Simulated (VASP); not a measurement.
Here is a VASP 6.6.1 calculation.

Contents of INCAR:

```
PREC = Accurate
ENCUT = 600
EDIFF = 1E-6
ISMEAR = 0
SIGMA = 0.1
LREAL = F
LASPH = T
NELM = 100
ALGO = Normal
ISIF = 3
LWAVE = F
LCHARG = F
GGA = PE
IBRION = 2
NSW = 90
EDIFFG = -0.025
```

File KPOINTS:

```
regular mesh
0
Gamma
  10 10 6
```

Contents of POSCAR:

```
SbH
1.0
    3.6013306400      0.0000000000      0.0144889693
    0.0000000000      3.4292518801      0.0000000000
   -0.0260551171      0.0000000000      5.4877869241
Sb H
2 2
Direct
    0.8954217809      0.7500000000      0.7498060633
    0.1045782191      0.2500000000      0.2501939367
    0.3774218413      0.7500000000      0.2499643393
    0.6225781587      0.2500000000      0.7500356607
```

Potentials or basis: VASP PAW PBE potentials, release 64 (Sb, H).

The run is started by

```console
$ cat potpaw_PBE.64/Sb/POTCAR potpaw_PBE.64/H/POTCAR > POTCAR
$ mpirun -np 1 vasp_std > vasp.out
```

Task: What does it give for the band gap on the k mesh?

Result: Zero (bands 6 and 7 overlap by 3.29 eV).

Task: What does it give for the relaxed volume?

Result: 17.40 Å³/atom.

Task: Estimate the space group after relaxing (to 0.1 Å).

Result: Pmmn (No. 59).

Stress tensor (GPa, compression positive):
```
0.01 0.00 0.02
0.00 0.20 0.00
0.02 0.00 0.13
```

Caveat: a cell axis changed by over 15 % at a fixed basis, so the end point is rough; spin-orbit coupling is left out, which moves the levels of the heavy elements.
